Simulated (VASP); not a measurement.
A run of VASP 6.6.1 is set up as follows.

File INCAR:

```
  PREC = Accurate
  ENCUT = 500
  EDIFF = 1E-6
  ISMEAR = 0
  SIGMA = 0.05
  LREAL = False
  LASPH = True
  NELM = 120
  ALGO = Normal
  ISIF = 2
  LWAVE = False
  LCHARG = False
  GGA = PE
  NBANDS = 9
  GGA_COMPAT = False
```

The input KPOINTS:

```
Automatic mesh
0
Gamma
  10 10 10
```

File POSCAR:

```
S
1.0
   -1.5784780640      1.5784780640      1.5784780640
    1.5784780640     -1.5784780640      1.5784780640
    1.5784780640      1.5784780640     -1.5784780640
S
1
Direct
    0.0000000000      0.0000000000      0.0000000000
```

Potentials or basis: VASP PAW PBE potentials, release 64 (S).

Launch:

```console
$ cat potpaw_PBE.64/S/POTCAR > POTCAR
$ mpirun -np 1 vasp_std > vasp.out
```

Q: Predict the band gap on the k mesh.

A: Zero (bands 3 and 4 overlap by 6.65 eV).

Q: What does it give for the pressure?

A: -0.5 GPa.
